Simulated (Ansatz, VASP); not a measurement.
## One calculation of CuNi4, two programs

```
Cu Ni
1.0
     2.49228    0.00000    0.00000
    -1.24614    2.15838    0.00000
     0.00000    0.00000   20.62818
Cu Ni
2 8
Direct
  0.66667 0.33333 0.75000
  0.33333 0.66667 0.25000
  0.66667 0.33333 0.14801
  0.66667 0.33333 0.35199
  0.66667 0.33333 0.54940
  0.66667 0.33333 0.95060
  0.33333 0.66667 0.04940
  0.33333 0.66667 0.45060
  0.33333 0.66667 0.64801
  0.33333 0.66667 0.85199
```

Alike in both runs: task single point; functional PBE; k mesh 6 × 6 × 1; occupations gaussian, width 0.1 eV; collinear spin.

```csv
,VASP,Ansatz
version,VASP 6.6.1,Ansatz 0.2.0
potentials or method,"VASP PAW PBE potentials, release 64 (Cu, Ni), cutoff 520 eV","scalar-relativistic, plane waves, PAW"
valence electrons in the cell,102,182
```

```tsv
	VASP	Ansatz	Ansatz less VASP
gap on the k mesh at the Fermi level (eV)	none	none	-
pressure (GPa)	-0.1	-0.2	-0.11
traceless stress, the component that is largest in VASP (GPa)	-0.25	-0.27	-0.029
rms of the force components (eV/Å)	0.015	0.012	-0.0029
net moment per atom (μB)	0.42	0.42	0.000
size of the moment on the site where the two differ most (μB)	0.65	0.68	+0.030
```

Site moments also hang on the region over which each program counts them. Atom by atom the forces differ by 0.003 eV/Å (rms over components). A gap of «none» marks a metal or a gap that the smearing closes. With one functional, cell and mesh, what is left measures potentials, basis and numerics. VASP's potentials hold 102 valence electrons a cell and Ansatz's 182, so a difference there can come from the potentials and not from the codes.

The k mesh is coarse, so the values compare programs but aren't converged.
